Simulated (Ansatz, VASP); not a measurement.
# Ga3Cl in VASP and in Ansatz

```
CELL_PARAMETERS angstrom
5.00733 0.00000 0.00000
0.00000 5.00733 0.00000
0.00000 0.00000 3.36624
ATOMIC_POSITIONS crystal
Ga 0.00000 0.50000 0.50000
Ga 0.50000 0.00000 0.50000
Ga 0.50000 0.50000 0.00000
Cl 0.00000 0.00000 0.00000
```

Alike in both runs: functional PBE; k mesh 4 × 4 × 4; occupations gaussian, width 0.1 eV; no spin polarisation.

Ansatz relaxed the structure, and its values are those at the end. VASP's run is a single point on that final structure, the one shown.

```csv
,VASP,Ansatz
version,VASP 6.6.1,Ansatz 0.2.0
potentials or method,"VASP PAW PBE potentials, release 64 (Ga_d, Cl), cutoff 520 eV","scalar-relativistic, plane waves, PAW"
valence electrons in the cell,46,46
```

|  | VASP | Ansatz | Ansatz less VASP |
| --- | --- | --- | --- |
| gap on the k mesh at the Fermi level (eV) | none | none | - |
| pressure (GPa) | 0.0 | 0.0 | -0.03 |

A gap of «none» marks a metal or a gap that the smearing closes. The functional is the same, so the differences come from potentials, cutoffs and numerics.

The k mesh is coarse, so the values compare programs but aren't converged.
